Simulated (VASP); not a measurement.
Wanted: the native input for a VASP 6.6.1 run.

- Task: single point
- Functional: BLYP
- Dispersion: D3(BJ)
- Potentials or basis: VASP PAW PBE potentials, release 64 (Hf_pv)
- Cutoff: 520 eV
- k mesh: 10 × 10 × 10
- Occupations: fermi-dirac, width 0.05 eV
- Spin: no spin polarisation
- Dipole correction: no
- Further INCAR settings: ALGO = Normal; EDIFF = 1e-07; NBANDS = 11

The structure of Hf lies in POSCAR:

```
Hf
1.0
    0.0000000000      2.2006416440      2.2006416440
    2.2006416440      0.0000000000      2.2006416440
    2.2006416440      2.2006416440      0.0000000000
Hf
1
Direct
    0.0000000000      0.0000000000      0.0000000000
```

One way to write it, as run:

INCAR

```
PREC = Accurate
ENCUT = 520
EDIFF = 1E-7
ISMEAR = -1
SIGMA = 0.05
LREAL = F
LASPH = T
NELM = 80
ALGO = Normal
ISIF = 2
LWAVE = F
LCHARG = T
GGA = B5
ALDAX = 1.0
AGGAX = 1.0
AGGAC = 1.0
ALDAC = 0.0
IVDW = 12
VDW_S6 = 1.0
VDW_S8 = 2.6996
VDW_A1 = 0.4298
VDW_A2 = 4.2359
LELF = T
LVHAR = T
NBANDS = 11
```

KPOINTS

```
Automatic mesh
0
Gamma
  10 10 10
```

Potentials or basis: VASP PAW PBE potentials, release 64 (Hf_pv).

The run is started by

```bash
$ cat potpaw_PBE.64/Hf_pv/POTCAR > POTCAR
$ mpirun -np 1 vasp_std > vasp.out
```

It gave:

```
Pressure                   : 0.1 GPa
Band gap on the k mesh     : zero (band 5 reaches 6.93 eV, above the bottom of band 6 at 5.23 eV)
Dispersion energy per atom : -1.184 eV
```

Caveat: the PAW data sets were made with another functional, which shifts forces and pressure a little; spin-orbit coupling is left out, which moves the levels of the heavy elements; pairwise dispersion overbinds metals, which lowers pressure and volume.

Run time: 15 s on 1 thread of Intel Xeon 6975P-C (shared host), peak memory 0.15 GiB.
